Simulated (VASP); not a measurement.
# Y in VASP: further runs, part 2 of 2

VASP 6.6.1.

## (4) Single point, r2SCAN (strain +0.080 along x and y, +0.080 along z)

POSCAR

```
Y
1.0
    0.0000000000      2.6838000000      2.6838000000
    2.6838000000      0.0000000000      2.6838000000
    2.6838000000      2.6838000000      0.0000000000
Y
1
Direct
    0.0000000000      0.0000000000      0.0000000000
```

INCAR.step1

```
SYSTEM = Y
PREC = Accurate
ENCUT = 520
ISMEAR = 0
SIGMA = 0.15
LREAL = .FALSE.
LASPH = .TRUE.
NELM = 60
NBANDS = 12
GGA = PE
ALGO = Normal
EDIFF = 1E-4
LWAVE = .TRUE.
LCHARG = .FALSE.
```

INCAR.step2

```
SYSTEM = Y
PREC = Accurate
ENCUT = 520
EDIFF = 1E-6
ISMEAR = 0
SIGMA = 0.15
LREAL = .FALSE.
LASPH = .TRUE.
NELM = 60
ALGO = Normal
ISIF = 2
LWAVE = .FALSE.
LCHARG = .FALSE.
METAGGA = R2SCAN
LMIXTAU = .TRUE.
NBANDS = 12
ISTART = 1
```

KPOINTS

```
Automatic mesh
0
G
  16 16 16
  0 0 0
```

Potentials or basis: VASP PAW PBE potentials, release 64 (Y_sv).

The run is started by

```console
> cat potpaw_PBE.64/Y_sv/POTCAR > POTCAR
> cp INCAR.step1 INCAR
> mpirun -np 1 vasp_std > vasp.out
> cp INCAR.step2 INCAR
> mpirun -np 1 vasp_std > vasp.out
```

OUTCAR:

```text
SYSTEM = Y
   PREC = Accurate
   ENCUT = 520
   EDIFF = 1E-6
   ISMEAR = 0
   LREAL = .FALSE.
   LASPH = .TRUE.
   NELM = 60
   ISIF = 2
   METAGGA = R2SCAN
   ISTART = 1

 ion  position               nearest neighbor table
   1  0.000  0.000  0.000-

  LATTYP: Found a face centered cubic cell.
 ALAT       =     5.3676000000

  Lattice vectors:

 A1 = (   0.0000000000,   2.6838000000,   2.6838000000)
 A2 = (   2.6838000000,   0.0000000000,   2.6838000000)
 A3 = (   2.6838000000,   2.6838000000,   0.0000000000)

Analysis of symmetry for initial positions (statically):
=====================================================================
 Subroutine PRICEL returns:
 Original cell was already a primitive cell.

 Routine SETGRP: Setting up the symmetry group for a
 face centered cubic supercell.

 Subroutine GETGRP returns: Found 48 space group operations
 (whereof 48 operations were pure point group operations)
 out of a pool of 48 trial point group operations.

The static configuration has the point symmetry O_h .

Analysis of symmetry for dynamics (positions and initial velocities):
=====================================================================
 Subroutine PRICEL returns:
 Original cell was already a primitive cell.

 Routine SETGRP: Setting up the symmetry group for a
 face centered cubic supercell.

 Subroutine GETGRP returns: Found 48 space group operations
 (whereof 48 operations were pure point group operations)
 out of a pool of 48 trial point group operations.

The dynamic configuration has the point symmetry O_h .

 Subroutine INISYM returns: Found 48 space group operations
 (whereof 48 operations are pure point group operations),
 and found     1 'primitive' translations

[... 114 lines left out ...]
  Fermi-wavevector in a.u.,A,eV,Ry     =   1.076743  2.034750 15.774275  1.159376
  Thomas-Fermi vector in A             =   2.212636
   LORBIT       =      0    0 simple, 1 ext, 2 COOP (PROOUT), +10 PAW based schemes
   METAGGA = R2SCAN    functional components
   LHFCALC =     F    Hartree Fock is set to
   AEXX    =    0.0000 exact exchange contribution
   IVDW    =     0    specifies the selected vdW correction
   LEPSILON=     F    determine dielectric tensor
   LRPA    =     F    only Hartree local field effects (RPA)
 non-spin polarized calculation
 Gauss-broadening in eV      SIGMA  =   0.15
  energy-cutoff  :      520.00
  volume of cell :       38.66
 maximum number of plane-waves:      1056
   NGX = 15   NGY = 15   NGZ = 15

 number of electron      11.0000000 magnetization

 Free energy of the ion-electron system (eV)
  ---------------------------------------------------
  ext. energy  EPLUGINS =         0.00000000
  ---------------------------------------------------
  free energy    TOTEN  =       -20.15037819 eV

  energy without entropy =      -20.12595062  energy(sigma->0) =      -20.13816441

 E-fermi :   2.3183     XC(G=0):  -9.4268

 val. band max:        2.3153318460   @ k =   0.4375   0.1875   0.0000
 cond. band min:       2.3247314617   @ k =   0.5000   0.3125   0.1250
 fundamental gap:      0.0093996157
 Fermi energy:         2.3183447185

 k-point     1 :       0.0000    0.0000    0.0000
  band No.  band energies     occupation
      1     -42.3499      2.00000
      2     -21.4650      2.00000
      3     -21.4650      2.00000
      4     -21.4650      2.00000
      5      -2.3885      2.00000
      6       4.1655      0.00000
      7       4.1655      0.00000
      8       4.1655      0.00000
      9       5.9018      0.00000
     10       5.9018      0.00000
     11      11.2007      0.00000
     12      14.1788      0.00000
[... 331 lines left out ...]
 k-point    24 :      -0.0625    0.0625    0.0000
  band No.  band energies     occupation
      1     -42.3467      2.00000
      2     -21.4962      2.00000
      3     -21.4742      2.00000
      4     -21.4673      2.00000
      5      -2.1641      2.00000
      6       3.9077      0.00000
      7       4.2638      0.00000
      8       4.2707      0.00000
      9       5.7014      0.00000
     10       5.8948      0.00000
     11      11.6977      0.00000
     12      13.2973      0.00000

 [... further k-points ...]

------------------------ aborting loop because EDIFF is reached ----------------------------------------

  FORCE on cell =-STRESS in cart. coord.  units (eV):
  Direction    XX          YY          ZZ          XY          YZ          ZX
  --------------------------------------------------------------------------------------
  -------------------------------------------------------------------------------------
  Total       -1.0610363     -1.0610363     -1.0610363     -0.0000000     -0.0000000      0.0000000
  in kB      -43.9703953    -43.9703953    -43.9703953     -0.0000000     -0.0000000      0.0000000
  external PRESSURE =     -43.9703953 kB  Pullay stress =       0.0000000 kB

 VOLUME and BASIS-vectors are now :
 -----------------------------------------------------------------------------
  energy-cutoff  :      520.00
  volume of cell :       38.66
      direct lattice vectors                 reciprocal lattice vectors
     0.000000000  2.683800000  2.683800000    -0.186303003  0.186303003  0.186303003
     2.683800000  0.000000000  2.683800000     0.186303003 -0.186303003  0.186303003
     2.683800000  2.683800000  0.000000000     0.186303003  0.186303003 -0.186303003

 POSITION                                       TOTAL-FORCE (eV/Angst)
 -----------------------------------------------------------------------------------
      0.00000      0.00000      0.00000         0.000000      0.000000      0.000000
 -----------------------------------------------------------------------------------
    total drift:                               -0.000000     -0.000000     -0.000000

  FREE ENERGIE OF THE ION-ELECTRON SYSTEM (eV)
  ---------------------------------------------------
  free  energy   TOTEN  =       -20.1503781913 eV

  energy  without entropy=      -20.1259506199  energy(sigma->0) =      -20.13816441
```

OUTCAR.step1:

```text
SYSTEM = Y
   PREC = Accurate
   ENCUT = 520
   ISMEAR = 0
   LREAL = .FALSE.
   LASPH = .TRUE.
[... 576 lines left out ...]
 POSITION                                       TOTAL-FORCE (eV/Angst)
 -----------------------------------------------------------------------------------
      0.00000      0.00000      0.00000         0.000000      0.000000      0.000000
 -----------------------------------------------------------------------------------
    total drift:                               -0.000000     -0.000000     -0.000000

  FREE ENERGIE OF THE ION-ELECTRON SYSTEM (eV)
  ---------------------------------------------------
  free  energy   TOTEN  =        -6.3012791524 eV

  energy  without entropy=       -6.2768048332  energy(sigma->0) =       -6.28904199
```

It took 2 min on 1 thread of Intel Xeon 6975P-C (Granite Rapids), shared host; peak memory 0.23 GiB.

What came out:

```
Free energy            : -20.1504 eV
Pressure               : -4.4 GPa
Band gap on the k mesh : zero (an odd number of electrons rules out a gap without spin polarisation)
```

Levels at points of the mesh, in eV from the Fermi level:
| k point | band 1 | band 2 | band 3 | band 4 | band 5 | band 6 | band 7 | band 8 | band 9 | band 10 |
| --- | --- | --- | --- | --- | --- | --- | --- | --- | --- | --- |
| (0.00, 0.00, 0.00) | -44.67 | -23.78 | -23.78 | -23.78 | -4.71 | 1.85 | 1.85 | 1.85 | 3.58 | 3.58 |
| (0.50, 0.00, 0.00) | -44.64 | -24.11 | -23.83 | -23.83 | -1.79 | 0.06 | 1.72 | 1.72 | 4.75 | 4.75 |
| (0.50, 0.50, 0.00) | -44.62 | -24.09 | -23.90 | -23.90 | -1.42 | -0.54 | 1.39 | 4.77 | 5.07 | 5.07 |

Caveat: the cell differs from its parent crystal (strain +0.080 along x and y, +0.080 along z); the cell stands under tension; the PAW data sets were made with another functional, which shifts forces and pressure a little.

## (5) Single point, r2SCAN (strain -0.040 along x and y, +0.000 along z)

POSCAR

```
Y
1.0
    0.0000000000      2.3856000000      2.4850000000
    2.3856000000      0.0000000000      2.4850000000
    2.3856000000      2.3856000000      0.0000000000
Y
1
Direct
    0.0000000000      0.0000000000      0.0000000000
```

INCAR.step1

```
SYSTEM = Y
  PREC = Accurate
  ENCUT = 520
  ISMEAR = 0
  SIGMA = 0.15
  LREAL = .False.
  LASPH = .True.
  NELM = 60
  NBANDS = 12
  GGA = PE
  ALGO = Normal
  EDIFF = 1E-4
  LWAVE = .True.
  LCHARG = .False.
```

INCAR.step2

```
SYSTEM = Y
  PREC = Accurate
  ENCUT = 520
  EDIFF = 1E-6
  ISMEAR = 0
  SIGMA = 0.15
  LREAL = .False.
  LASPH = .True.
  NELM = 60
  ALGO = Normal
  ISIF = 2
  LWAVE = .False.
  LCHARG = .True.
  METAGGA = R2SCAN
  LMIXTAU = .True.
  LELF = .True.
  LVHAR = .True.
  NBANDS = 12
  ISTART = 1
```

KPOINTS

```
Automatic mesh
0
Gamma
  16 16 16
  0 0 0
```

Potentials or basis: VASP PAW PBE potentials, release 64 (Y_sv).

The run is started by

```console
> cat potpaw_PBE.64/Y_sv/POTCAR > POTCAR
> cp INCAR.step1 INCAR
> mpirun -np 1 vasp_std > vasp.out
> cp INCAR.step2 INCAR
> mpirun -np 1 vasp_std > vasp.out
```

OUTCAR:

```text
SYSTEM = Y
   PREC = Accurate
   ENCUT = 520
   EDIFF = 1E-6
   ISMEAR = 0
   LREAL = .False.
   LASPH = .True.
   NELM = 60
   ISIF = 2
   METAGGA = R2SCAN
   ISTART = 1

 ion  position               nearest neighbor table
   1  0.000  0.000  0.000-

  LATTYP: Found a body centered tetragonal cell.
 ALAT       =     3.3737478744
 C/A-ratio  =     1.4731391275

  Lattice vectors:

 A1 = (  -2.3856000000,   0.0000000000,   2.4850000000)
 A2 = (   2.3856000000,   0.0000000000,   2.4850000000)
 A3 = (   0.0000000000,   2.3856000000,  -2.4850000000)

Analysis of symmetry for initial positions (statically):
=====================================================================
 Subroutine PRICEL returns:
 Original cell was already a primitive cell.

 Routine SETGRP: Setting up the symmetry group for a
 body centered tetragonal supercell.

 Subroutine GETGRP returns: Found 16 space group operations
 (whereof 16 operations were pure point group operations)
 out of a pool of 16 trial point group operations.

The static configuration has the point symmetry D_4h.
[... 168 lines left out ...]
  band No.  band energies     occupation
      1     -39.9841      2.00000
      2     -18.8846      2.00000
      3     -18.8846      2.00000
      4     -18.8805      2.00000
      5      -1.2894      2.00000
      6       5.8340      0.00000
      7       6.1899      0.00000
      8       6.1899      0.00000
      9       8.2716      0.00000
     10       8.8471      0.00000
     11      13.5719      0.00000
     12      16.9486      0.00000
[... 331 lines left out ...]
 k-point    24 :      -0.0625    0.0625    0.0000
  band No.  band energies     occupation
      1     -39.9708      2.00000
      2     -18.9847      2.00000
      3     -18.9046      2.00000
      4     -18.8880      2.00000
      5      -0.9690      2.00000
      6       5.7532      0.00000
      7       6.0040      0.00000
      8       6.3354      0.00000
      9       8.3028      0.00000
     10       8.4820      0.00000
     11      14.3309      0.00000
     12      16.6765      0.00000

 [... further k-points ...]

------------------------ aborting loop because EDIFF is reached ----------------------------------------

  FORCE on cell =-STRESS in cart. coord.  units (eV):
  Direction    XX          YY          ZZ          XY          YZ          ZX
  --------------------------------------------------------------------------------------
  -------------------------------------------------------------------------------------
  Total        1.4148520      1.4148520      1.2770129      0.0000000     -0.0000000     -0.0000000
  in kB       80.1438067     80.1438067     72.3359551      0.0000000     -0.0000000     -0.0000000
  external PRESSURE =      77.5411895 kB  Pullay stress =       0.0000000 kB

 VOLUME and BASIS-vectors are now :
 -----------------------------------------------------------------------------
  energy-cutoff  :      520.00
  volume of cell :       28.28
      direct lattice vectors                 reciprocal lattice vectors
     0.000000000  2.385600000  2.485000000    -0.209590879  0.209590879  0.201207243
     2.385600000  0.000000000  2.485000000     0.209590879 -0.209590879  0.201207243
     2.385600000  2.385600000  0.000000000     0.209590879  0.209590879 -0.201207243

 POSITION                                       TOTAL-FORCE (eV/Angst)
 -----------------------------------------------------------------------------------
      0.00000      0.00000      0.00000         0.000000      0.000000      0.000000
 -----------------------------------------------------------------------------------
    total drift:                                0.000000     -0.000000     -0.000000

  FREE ENERGIE OF THE ION-ELECTRON SYSTEM (eV)
  ---------------------------------------------------
  free  energy   TOTEN  =       -20.1211980293 eV

  energy  without entropy=      -20.1069075336  energy(sigma->0) =      -20.11405278
```

OSZICAR.step1:

```text
N       E                     dE             d eps       ncg     rms          rms(c)
DAV:   1     0.261603003557E+02    0.26160E+02   -0.56741E+03  8392   0.847E+02
DAV:   2    -0.513384443200E+01   -0.31294E+02   -0.30374E+02 10072   0.171E+02
DAV:   3    -0.643583308909E+01   -0.13020E+01   -0.12814E+01 11728   0.226E+01
DAV:   4    -0.646781973798E+01   -0.31987E-01   -0.31970E-01  9376   0.337E+00
DAV:   5    -0.646844347735E+01   -0.62374E-03   -0.62372E-03 10804   0.358E-01    0.239E+01
DAV:   6    -0.634850477084E+01    0.11994E+00   -0.17438E-01  9192   0.283E+00    0.147E+01
DAV:   7    -0.634057491031E+01    0.79299E-02   -0.25832E-01 10320   0.347E+00    0.131E+00
DAV:   8    -0.633710936104E+01    0.34655E-02   -0.31707E-02  9548   0.141E+00    0.256E-01
DAV:   9    -0.633699035293E+01    0.11901E-03   -0.68602E-04 10336   0.211E-01    0.670E-02
DAV:  10    -0.633698318267E+01    0.71703E-05   -0.68360E-05  5856   0.780E-02
   1 F= -.63369832E+01 E0= -.63297687E+01  d E =-.144290E-01
```

Run time: 4.8 min. Hardware: 1 thread of Intel Xeon 6975P-C (Granite Rapids), shared host; peak memory 0.28 GiB.

Results:

* Free energy: -20.1212 eV
* Pressure: 7.8 GPa
* Band gap on the k mesh: zero (an odd number of electrons rules out a gap without spin polarisation)

Caveat: the cell differs from its parent crystal (strain -0.040 along x and y, +0.000 along z); the cell stands under pressure; the PAW data sets were made with another functional, which shifts forces and pressure a little.

## (6) The runs side by side

| cell | gap on the mesh (eV) | pressure (GPa) |
| --- | --- | --- |
| a = 3.374 Å, angles 60.0°, 1 atom | none | 10.3 |
| a = 3.655 Å, angles 60.0°, 1 atom | none | -1.3 |
| a = 3.795 Å, angles 60.0°, 1 atom | none | -4.4 |
| a = 3.445, b = 3.445, c = 3.374 Å, angles 60.7, 60.7, 58.6°, 1 atom | none | 7.8 |

Alike in all rows: task single point; level r2SCAN; potentials or basis VASP PAW PBE potentials, release 64 (Y_sv); no spin polarisation; k mesh 16 × 16 × 16; cutoff (eV) 520; smearing gaussian 0.15 eV.

Caveats: the PAW data sets were made with another functional, which shifts forces and pressure a little; the cell stands under pressure (at least some runs); the cell stands under tension (at least some runs).

Absolute energies hang on the potentials; compare differences alone.
